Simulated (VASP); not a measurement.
Rh: single point with r2SCAN

Rh:

```xyz
1
Lattice="0.0000 1.9008 1.9008 1.9008 0.0000 1.9008 1.9008 1.9008 0.0000" Properties=species:S:1:pos:R:3 pbc="T T T"
Rh    0.0000    0.0000    0.0000
```

```yaml
Program: VASP 6.6.1
Task: single point
Functional: r2SCAN
Potentials_or_basis: VASP PAW PBE potentials, release 64 (Rh_pv)
Cutoff: 520 eV
k_mesh: 14 × 14 × 14
Occupations: methfessel-paxton, width 0.03 eV
Spin: no spin polarisation
```

```json
{
  "Pressure": "0.8 GPa"
}
```

Levels at points of the mesh, in eV from the Fermi level:
| k point | band 5 | band 6 | band 7 | band 8 | band 9 | band 10 |
| --- | --- | --- | --- | --- | --- | --- |
| (0.00, 0.00, 0.00) | -3.13 | -3.13 | -3.13 | -1.03 | -1.03 | 16.75 |
| (0.50, 0.00, 0.00) | -3.25 | -3.25 | 0.64 | 0.64 | 0.94 | 9.14 |
| (0.50, 0.50, 0.00) | -6.14 | 0.56 | 1.09 | 1.09 | 3.52 | 12.93 |

Wall time 33 s on 1 thread of Intel(R) Xeon(R) Platinum 8559C (Emerald Rapids), on a shared host, peak memory 0.14 GiB.

Caveat: the PAW data sets were made with another functional, which shifts forces and pressure a little.
